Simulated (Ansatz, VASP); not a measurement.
# One calculation of SiGe4, two programs

```xyz
10
Lattice="2.9729 0.0000 0.0000 -1.4865 2.5746 0.0000 0.0000 0.0000 24.1260" Properties=species:S:1:pos:R:3 pbc="T T T"
Si    0.0000    1.7164   18.0945
Si    1.4865    0.8582    6.0315
Ge    0.0000    1.7164   22.9197
Ge    0.0000    1.7164    3.6189
Ge    0.0000    1.7164    8.4441
Ge    0.0000    1.7164   13.2693
Ge    1.4865    0.8582    1.2063
Ge    1.4865    0.8582   10.8567
Ge    1.4865    0.8582   15.6819
Ge    1.4865    0.8582   20.5071
```

Alike in both runs: task single point; functional PBE; k mesh 6 × 6 × 1; occupations gaussian, width 0.1 eV; no spin polarisation.

```csv
,VASP,Ansatz
version,VASP 6.6.1,Ansatz 0.2.0
potentials or method,"VASP PAW PBE potentials, release 64 (Si, Ge_d), cutoff 520 eV","scalar-relativistic, plane waves, PAW"
valence electrons in the cell,120,120
```

Ansatz gave:

```
gap on the k mesh at the Fermi level (eV)                     : none
pressure (GPa)                                                : 0.6
traceless stress, the component that is largest in VASP (GPa) : -1.39
rms of the force components (eV/Å)                            : 0.142
```

**Question.** What did VASP give for the same quantities?

**Answer.** gap on the k mesh at the Fermi level (eV): none; pressure (GPa): 0.5; traceless stress, the component that is largest in VASP (GPa): -1.39; rms of the force components (eV/Å): 0.143.

Atom by atom the forces differ by 0.001 eV/Å (rms over components). A gap of «none» marks a metal or a gap that the smearing closes. With one functional, cell and mesh, what is left measures potentials, basis and numerics.

The k mesh is coarse, so the values compare programs but aren't converged.
